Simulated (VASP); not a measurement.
Here is a VASP 6.6.1 calculation.

Contents of INCAR:

```
SYSTEM = NaCl
ALGO = Normal ; DIPOL = 0.5 0.5 0.509
EDIFF = 1E-6 ; ENCUT = 520
GGA = PE ; IDIPOL = 3
ISIF = 2 ; ISMEAR = 0
IVDW = 12 ; LASPH = .TRUE.
LCHARG = .TRUE. ; LDIPOL = .TRUE.
LELF = .TRUE. ; LREAL = Auto
LVACPOTAV = .TRUE. ; LVHAR = .TRUE.
LWAVE = .FALSE. ; NBANDS = 70
NELM = 60 ; PREC = Accurate
SIGMA = 0.05
```

KPOINTS

```
k-points
0
G
  2 2 1
  0 0 0
```

File POSCAR:

```
NaCl
1.0
    7.8849376907      0.0000000000      0.0000000000
   -3.9424688454      6.8285563474      0.0000000000
    0.0000000000      0.0000000000     20.8285184990
Cl Na
8 8
Direct
    0.1666666667      0.3333333333      0.3840887675
    0.1666666667      0.8333333333      0.3840887675
    0.6666666667      0.3333333333      0.3840887675
    0.6666666667      0.8333333333      0.3840887675
    0.5000000000      0.5000000000      0.5671744056
    0.5000000000      0.0000000000      0.5671744056
    0.0000000000      0.5000000000      0.5671744056
    0.0000000000      0.0000000000      0.5671744056
    0.3333333333      0.1666666667      0.4613629225
    0.3333333333      0.6666666667      0.4613629225
    0.8333333333      0.1666666667      0.4613629225
    0.8333333333      0.6666666667      0.4613629225
    0.6666666667      0.3333333333      0.6228771907
    0.6666666667      0.8333333333      0.6228771907
    0.1666666667      0.3333333333      0.6228771907
    0.1666666667      0.8333333333      0.6228771907
```

Potentials or basis: VASP PAW PBE potentials, release 64 (Cl, Na_pv).

Command:

```sh
$ cat potpaw_PBE.64/Cl/POTCAR potpaw_PBE.64/Na_pv/POTCAR > POTCAR
$ mpirun -np 1 vasp_std > vasp.out
```

Problem. Predict the dispersion energy per atom.

Solution. -0.138 eV.

Problem. Predict the band gap on the k mesh.

Solution. Zero (filled and empty bands touch).

Problem. Estimate the largest force.

Solution. 1.119 eV/Å.

Forces on the atoms (eV/Å):
```
Cl   0.000  0.000  1.117
Cl   0.000  0.000  1.117
Cl   0.000  0.000  1.117
Cl   0.000  0.000  1.117
Cl   0.000  0.000 -0.019
Cl   0.000  0.000 -0.019
Cl   0.000  0.000 -0.019
Cl   0.000  0.000 -0.019
Na   0.000  0.000 -1.119
Na   0.000  0.000 -1.119
Na   0.000  0.000 -1.119
Na   0.000  0.000 -1.119
Na   0.000  0.000  0.020
Na   0.000  0.000  0.020
Na   0.000  0.000  0.020
Na   0.000  0.000  0.020
```

Caveat: the k points lie up to 0.46 Å⁻¹ apart.
